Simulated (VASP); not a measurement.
HfMo2, 6 atoms in the cell. It takes space group Fd-3m (No. 227, cubic). The conventional cell has a = 7.555 Å, b = 7.555 Å, c = 7.555 Å, α = 90.00°, β = 90.00°, γ = 90.00°. Hf (site symmetry -43m) has 12 Mo at 3.13 Å and 4 Hf at 3.27 Å within 4.1 Å. Mo (site symmetry -3m) has 6 Mo at 2.67 Å and 6 Hf at 3.13 Å within 3.5 Å. 

- Program: VASP 6.6.1
- Task: single point
- Functional: PBEsol
- Potentials or basis: VASP PAW PBE potentials, release 64 (Hf_pv, Mo_sv)
- Cutoff: 520 eV
- k mesh: 5 × 5 × 5
- Occupations: methfessel-paxton, width 0.1 eV
- Spin: no spin polarisation
- Dipole correction: no
- Further INCAR settings: ALGO = Normal; EDIFF = 1e-06; NBANDS = 47

Potentials or basis: VASP PAW PBE potentials, release 64 (Hf_pv, Mo_sv).

Launch:

```console
$ cat potpaw_PBE.64/Hf_pv/POTCAR potpaw_PBE.64/Mo_sv/POTCAR > POTCAR
$ mpirun -np 1 vasp_std > vasp.out
```

Hardware: 1 thread of Intel(R) Xeon(R) Platinum 8488C (Sapphire Rapids), on a shared host.

Q: How long does it take, and how much memory?

A: Wall time 36 s on 1 thread of Intel(R) Xeon(R) Platinum 8488C (Sapphire Rapids), with other jobs on the host, peak memory 0.25 GiB. Counts: scf iterations 13, k points 10.
